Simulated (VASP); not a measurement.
# SnTe (Fm-3m) in VASP: relaxation of cell and atoms with LDA

Aim: the relaxation of cell and atoms of SnTe with LDA.

All numbers are computed with VASP 6.6.1; they aren't measurements. Logs are shortened: lines on timing, memory, paths and dates and some standing lists are left out, and cuts for length are marked.

### Step 1. The cell of the first run

Symmetry: Fm-3m, No. 225, cubic system. Conventional cell: a = 6.313 Å, b = 6.313 Å, c = 6.313 Å, α = 90.00°, β = 90.00°, γ = 90.00°. Within 4.2 Å of Sn (site symmetry m-3m) lie 6 Te at 3.16 Å. Within 4.2 Å of Te (site symmetry m-3m) lie 6 Sn at 3.16 Å.

### Step 2. Relaxation of cell and atoms, LDA

Input file INCAR:

```
SYSTEM = SnTe
ALGO     = Normal         ! electronic algorithm
EDIFF    = 1E-6           ! SCF threshold, eV
EDIFFG   = -0.005         ! ionic threshold
ENCUT    = 600            ! plane-wave cutoff, eV
GGA      = CA             ! functional
IBRION   = 2              ! ionic algorithm
ISIF     = 3              ! what is computed and relaxed
ISMEAR   = 0              ! smearing method
LASPH    = .TRUE.         ! aspherical terms in the spheres
LCHARG   = .FALSE.        ! write CHGCAR
LREAL    = .FALSE.        ! projectors in reciprocal space
LWAVE    = .FALSE.        ! write WAVECAR
NELM     = 80             ! most SCF steps
NSW      = 100            ! ionic steps
PREC     = Accurate       ! precision mode
SIGMA    = 0.01           ! smearing width, eV
```

Input file KPOINTS:

```
k-points
0
G
  10 10 10
  0 0 0
```

Input file POSCAR:

```
SnTe
1.0
    0.0000000000      3.1565000000      3.1565000000
    3.1565000000      0.0000000000      3.1565000000
    3.1565000000      3.1565000000      0.0000000000
Sn Te
1 1
Direct
    0.0000000000      0.0000000000      0.0000000000
    0.5000000000      0.5000000000      0.5000000000
```

Potentials or basis: VASP PAW LDA potentials, release 64 (Sn_d, Te).

On the command line:

```
$ cat potpaw_LDA.64/Sn_d/POTCAR potpaw_LDA.64/Te/POTCAR > POTCAR
$ mpirun -np 1 vasp_std > vasp.out
```

OUTCAR:

```text
SYSTEM = SnTe
   EDIFF = 1E-6
   EDIFFG = -0.005
   ENCUT = 600
   GGA = CA
   IBRION = 2
   ISIF = 3
   ISMEAR = 0
   LASPH = .TRUE.
   LREAL = .FALSE.
   NELM = 80
   NSW = 100
   PREC = Accurate

 ion  position               nearest neighbor table
   1  0.000  0.000  0.000-   2 3.16   2 3.16   2 3.16   2 3.16   2 3.16   2 3.16
   2  0.500  0.500  0.500-   1 3.16   1 3.16   1 3.16   1 3.16   1 3.16   1 3.16

  LATTYP: Found a face centered cubic cell.
 ALAT       =     6.3130000000

  Lattice vectors:

 A1 = (   0.0000000000,   3.1565000000,   3.1565000000)
 A2 = (   3.1565000000,   0.0000000000,   3.1565000000)
 A3 = (   3.1565000000,   3.1565000000,   0.0000000000)

Analysis of symmetry for initial positions (statically):
=====================================================================
 Subroutine PRICEL returns:
 Original cell was already a primitive cell.

 Routine SETGRP: Setting up the symmetry group for a
 face centered cubic supercell.

 Subroutine GETGRP returns: Found 48 space group operations
 (whereof 48 operations were pure point group operations)
 out of a pool of 48 trial point group operations.

The static configuration has the point symmetry O_h .

Analysis of symmetry for dynamics (positions and initial velocities):
=====================================================================
 Subroutine PRICEL returns:
 Original cell was already a primitive cell.

 Routine SETGRP: Setting up the symmetry group for a
 face centered cubic supercell.

 Subroutine GETGRP returns: Found 48 space group operations
 (whereof 48 operations were pure point group operations)
 out of a pool of 48 trial point group operations.

The dynamic configuration has the point symmetry O_h .

 Subroutine INISYM returns: Found 48 space group operations
 (whereof 48 operations are pure point group operations),
 and found     1 'primitive' translations

----------------------------------------------------------------------------------------

                                     Primitive cell

  volume of cell :      62.8995

  direct lattice vectors                    reciprocal lattice vectors
     0.000000000  3.156500000  3.156500000    -0.158403295  0.158403295  0.158403295
     3.156500000  0.000000000  3.156500000     0.158403295 -0.158403295  0.158403295
     3.156500000  3.156500000  0.000000000     0.158403295  0.158403295 -0.158403295

  length of vectors
     4.463965110  4.463965110  4.463965110     0.274362555  0.274362555  0.274362555

  position of ions in fractional coordinates (direct lattice)
     0.000000000  0.000000000  0.000000000
     0.500000000  0.500000000  0.500000000

  ion indices of the primitive-cell ions
   primitive index   ion index
                 1           1
                 2           2

----------------------------------------------------------------------------------------

 KPOINTS: k-points

Automatic generation of k-mesh.
 Grid dimensions read from file:
 generate k-points for:   10   10   10

 Generating k-lattice:

  Cartesian coordinates                     Fractional coordinates (reciprocal lattice)
    -0.015840329  0.015840329  0.015840329     0.100000000  0.000000000  0.000000000
     0.015840329 -0.015840329  0.015840329     0.000000000  0.100000000  0.000000000
     0.015840329  0.015840329 -0.015840329     0.000000000  0.000000000  0.100000000

  Length of vectors
     0.027436255  0.027436255  0.027436255

  Shift w.r.t. Gamma in fractional coordinates (k-lattice)
     0.000000000  0.000000000  0.000000000

 Subroutine IBZKPT returns following result:
 ===========================================

 Found     47 irreducible k-points:

 Following reciprocal coordinates:
            Coordinates               Weight
  0.000000  0.000000  0.000000      1.000000
  0.100000  0.000000  0.000000      8.000000
  0.200000  0.000000  0.000000      8.000000
  0.300000  0.000000  0.000000      8.000000
  0.400000  0.000000  0.000000      8.000000
  0.500000  0.000000  0.000000      4.000000
[... 16 lines left out ...]
  0.300000  0.300000  0.000000      6.000000
  0.400000  0.300000  0.000000     24.000000
 [... further k-points ...]
   k-points           NKPTS =     47   k-points in BZ     NKDIM =     47   number of bands    NBANDS=     14
   number of dos      NEDOS =    301   number of ions     NIONS =      2
   total plane-waves  NPLWV =  46656
   dimension x,y,z NGX =    36 NGY =   36 NGZ =   36
   dimension x,y,z NGXF=    72 NGYF=   72 NGZF=   72
   ions per type =               1   1
   NGX,Y,Z   is equivalent  to a cutoff of  13.41, 13.41, 13.41 a.u.
   NGXF,Y,Z  is equivalent  to a cutoff of  26.81, 26.81, 26.81 a.u.
 SYSTEM =  SnTe
   PREC   = accura    normal or accurate (medium, high low for compatibility)
   ISTART =      0    job   : 0-new  1-cont  2-samecut
   ICHARG =      2    charge: 1-file 2-atom 10-const
   ISPIN  =      1    spin polarized calculation?
   LNONCOLLINEAR =      F non collinear calculations
   LSORBIT =      F    spin-orbit coupling
   LASPH  =      T    aspherical Exc in radial PAW
   ENCUT  =  600.0 eV  44.10 Ry    6.64 a.u.   8.92  8.92  8.92*2*pi/ulx,y,z
   NELM   =     80;   NELMIN=  2; NELMDL= -5     # of ELM steps
   EDIFF  = 0.1E-05   stopping-criterion for ELM
   LREAL  =      F    real-space projection
   EDIFFG = -.5E-02   stopping-criterion for IOM
   NSW    =    100    number of steps for IOM
   IBRION =      2    ionic relax: 0-MD 1-quasi-New 2-CG
   NFREE  =      1    steps in history (QN), initial steepest desc. (CG)
   ISIF   =      3    stress and relaxation
   ISYM   =      2    0-nonsym 1-usesym 2-fastsym
   POTIM  = 0.5000    time-step for ionic-motion
   TEBEG  =    0.0;   TEEND  =   0.0 temperature during run
   PSTRESS=    0.0 pullay stress
   NELECT =      20.0000    total number of electrons
   NUPDOWN=      -1.0000    fix difference up-down
   EMIN   =  10.00;   EMAX   =-10.00  energy-range for DOS
   EFERMI =   0.00;   METHOD = LEGACY
   ISMEAR =     0;   SIGMA  =   0.01  broadening in eV -4-tet -1-fermi 0-gaus
   EFERMI_NEDOS =   21; number of points for ismear=-14 and -15
   IALGO  =     38    algorithm
   IMIX   =      4    mixing-type and parameters
     AMIX     =   0.40;   BMIX     =  1.00
     AMIX_MAG =   1.60;   BMIX_MAG =  1.00
  volume/ion in A,a.u.               =      31.45       212.23
  Fermi-wavevector in a.u.,A,eV,Ry     =   1.117384  2.111549 16.987507  1.248547
  Thomas-Fermi vector in A             =   2.254006
   LORBIT       =      0    0 simple, 1 ext, 2 COOP (PROOUT), +10 PAW based schemes
   GGA     = CA    functional components
   LHFCALC =     F    Hartree Fock is set to
   AEXX    =    0.0000 exact exchange contribution
   IVDW    =     0    specifies the selected vdW correction
   LEPSILON=     F    determine dielectric tensor
   LRPA    =     F    only Hartree local field effects (RPA)
 conjugate gradient relaxation of ions
 non-spin polarized calculation
 Gauss-broadening in eV      SIGMA  =   0.01
  energy-cutoff  :      600.00
  volume of cell :       62.90
 maximum number of plane-waves:      2134
   NGX = 17   NGY = 17   NGZ = 17

--------------------------------------- Ionic step        1  -------------------------------------------

 number of electron      19.9999999 magnetization

 Free energy of the ion-electron system (eV)
  ---------------------------------------------------
  ext. energy  EPLUGINS =         0.00000000
  ---------------------------------------------------
  free energy    TOTEN  =        -8.82085708 eV

  energy without entropy =       -8.82085708  energy(sigma->0) =       -8.82085708

------------------------ aborting loop because EDIFF is reached ----------------------------------------

  FORCE on cell =-STRESS in cart. coord.  units (eV):
  Direction    XX          YY          ZZ          XY          YZ          ZX
  --------------------------------------------------------------------------------------
  -------------------------------------------------------------------------------------
  Total       -0.6628962     -0.6628962     -0.6628962      0.0000000     -0.0000000      0.0000000
  in kB      -16.8852973    -16.8852973    -16.8852973      0.0000000     -0.0000000      0.0000000
  external PRESSURE =     -16.8852973 kB  Pullay stress =       0.0000000 kB
[... 57 lines left out ...]
  energy  without entropy=       -8.8309695786  energy(sigma->0) =       -8.83096958

--------------------------------------- Ionic step        3  -------------------------------------------

 number of electron      19.9999997 magnetization

 Free energy of the ion-electron system (eV)
  ---------------------------------------------------
  ext. energy  EPLUGINS =         0.00000000
  ---------------------------------------------------
  free energy    TOTEN  =        -8.83259607 eV

  energy without entropy =       -8.83259607  energy(sigma->0) =       -8.83259607

 E-fermi :   7.1722     XC(G=0):  -9.8706

 val. band max:        7.0506190646   @ k =   0.5000   0.0000   0.0000
 cond. band min:       7.2563742618   @ k =   0.5000   0.0000   0.0000
 fundamental gap:      0.2057551972
 Fermi energy:         7.1721662109

 k-point     1 :       0.0000    0.0000    0.0000
  band No.  band energies     occupation
      1     -14.6883      2.00000
      2     -14.6883      2.00000
      3     -14.6774      2.00000
      4     -14.6774      2.00000
      5     -14.6774      2.00000
      6      -5.9239      2.00000
      7       2.4474      2.00000
      8       4.9156      2.00000
      9       4.9156      2.00000
     10       4.9156      2.00000
     11      10.4690      0.00000
     12      10.4690      0.00000
     13      10.4690      0.00000
     14      11.8439      0.00000
[... 375 lines left out ...]
 k-point    24 :       0.4000    0.3000    0.0000
  band No.  band energies     occupation
      1     -14.7038      2.00000
      2     -14.6848      2.00000
      3     -14.6803      2.00000
      4     -14.6678      2.00000
      5     -14.6674      2.00000
      6      -4.6644      2.00000
      7       0.0988      2.00000
      8       3.0146      2.00000
      9       3.6046      2.00000
     10       3.8272      2.00000
     11       9.7289      0.00000
     12      11.0339      0.00000
     13      11.1201      0.00000
     14      11.5293      0.00000

 [... further k-points ...]

------------------------ aborting loop because EDIFF is reached ----------------------------------------

  FORCE on cell =-STRESS in cart. coord.  units (eV):
  Direction    XX          YY          ZZ          XY          YZ          ZX
  --------------------------------------------------------------------------------------
  -------------------------------------------------------------------------------------
  Total       -0.0012330     -0.0012330     -0.0012330      0.0000000     -0.0000000      0.0000000
  in kB       -0.0325350     -0.0325350     -0.0325350      0.0000000     -0.0000000      0.0000000
  external PRESSURE =      -0.0325350 kB  Pullay stress =       0.0000000 kB
[... 17 lines left out ...]
  FREE ENERGIE OF THE ION-ELECTRON SYSTEM (eV)
  ---------------------------------------------------
  free  energy   TOTEN  =        -8.8325960692 eV

  energy  without entropy=       -8.8325960692  energy(sigma->0) =       -8.83259607

 reached required accuracy - stopping structural energy minimisation
```

It took 61 s on 1 thread of Intel Xeon Platinum 8488C (Sapphire Rapids), shared host; peak memory 0.2 GiB.

Results:

```yaml
Free_energy: -8.8326 eV
Relaxed_volume: 30.36 Å³/atom
Relaxed_cell: a = 4.412 Å, b = 4.412 Å, c = 4.412 Å, α = 60.00°, β = 60.00°, γ = 60.00°
Space_group_after_relaxing_to_0.1_Å: Fm-3m (No. 225)
Energy_gained_by_relaxing: 5.9 meV/atom
Ionic_steps: 3
Pressure_after_relaxing: 0.0 GPa
Band_gap_on_the_k_mesh: 0.21 eV
```

Step by step:
```
step  energy change (eV)  largest force (eV/Å)  pressure (GPa)  volume (Å³)
   1              0.0000                0.0000           -1.69        62.90
   2             -0.0101                0.0000            0.67        59.93
   3             -0.0117                0.0000            0.00        60.72
```

Final structure:
```
Sn Te
1.0
     0.00000    3.11958    3.11958
     3.11958    0.00000    3.11958
     3.11958    3.11958    0.00000
Sn Te
1 1
Direct
  0.00000 0.00000 0.00000
  0.50000 0.50000 0.50000
```

Caveat: spin-orbit coupling is left out, which moves the levels of the heavy elements. LDA usually gives volumes a few per cent too small.
